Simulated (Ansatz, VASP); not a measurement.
Cd2TeO: VASP beside Ansatz

```
Cd Te O
1.0
     4.37869    0.00000    0.00000
     0.00000    4.37869    0.00000
     0.00000    0.00000    8.88688
Cd Te O
4 2 2
Direct
  0.50000 0.50000 0.50000
  0.00000 0.00000 0.50000
  0.50000 0.00000 0.15764
  0.00000 0.50000 0.84236
  0.50000 0.00000 0.41493
  0.00000 0.50000 0.58507
  0.00000 0.50000 0.19784
  0.50000 0.00000 0.80216
```

Change from the starting cell: species swapped into the BaNiS2 type (P4/nmm, No. 129).

Alike in both runs: task single point; functional PBE; k mesh 4 × 4 × 2; occupations gaussian, width 0.1 eV; no spin polarisation.

|  | VASP | Ansatz |
| --- | --- | --- |
| version | VASP 6.6.1 | Ansatz 0.2.0 |
| potentials or method | VASP PAW PBE potentials, release 64 (Cd, Te, O), cutoff 600 eV | scalar-relativistic, plane waves, PAW |
| valence electrons in the cell | 72 | 124 |

```tsv
	VASP	Ansatz	Ansatz less VASP
gap on the k mesh at the Fermi level (eV)	none	none	-
rms of the force components (eV/Å)	2.671	2.635	-0.0365
```

Atom by atom the forces differ by 0.044 eV/Å (rms over components). A gap of «none» marks a metal or a gap that the smearing closes. With one functional, cell and mesh, what is left measures potentials, basis and numerics. VASP's potentials hold 72 valence electrons a cell and Ansatz's 124, so a difference there can come from the potentials and not from the codes.

Neither program's run includes spin-orbit coupling.
